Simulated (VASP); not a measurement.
Input of a VASP 6.6.1 run:

File INCAR:

```
PREC = Accurate ; ENCUT = 520
EDIFF = 1E-7 ; ISMEAR = 0
SIGMA = 0.1 ; LREAL = F
LASPH = T ; NELM = 60
ALGO = Normal ; ISIF = 2
LWAVE = F ; LCHARG = F
GGA = PE ; NBANDS = 47
```

KPOINTS

```
Automatic mesh
0
Gamma
  12 12 4
```

The input POSCAR:

```
LaLu2N3
1.0
    3.4825918282      0.0000000000      0.0000000000
   -1.7412959141      3.0160129942      0.0000000000
    0.0000000000      0.0000000000      8.6260461659
La Lu N
1 2 3
Direct
    0.0000000000      0.0000000000      0.0000000000
    0.6666666667      0.3333333333      0.6569154233
    0.3333333333      0.6666666667      0.3430845767
    0.0000000000      0.0000000000      0.5000000000
    0.6666666667      0.3333333333      0.1869382594
    0.3333333333      0.6666666667      0.8130617406
```

Potentials or basis: VASP PAW PBE potentials, release 64 (La, Lu, N).

Launch:

```console
$ cat potpaw_PBE.64/La/POTCAR potpaw_PBE.64/Lu/POTCAR potpaw_PBE.64/N/POTCAR > POTCAR
$ mpirun -np 1 vasp_std > vasp.out
```

**Question.** What does it give for the band gap on the k mesh?

**Answer.** Zero (filled and empty bands overlap).

**Question.** What does it give for the pressure?

**Answer.** 0.4 GPa.

**Question.** Estimate the largest force.

**Answer.** 0.058 eV/Å.

Stress tensor (GPa, compression positive):
```
0.43 0.00 0.00
0.00 0.43 0.00
0.00 0.00 0.32
```

Caveat: spin-orbit coupling is left out, which moves the levels of the heavy elements.
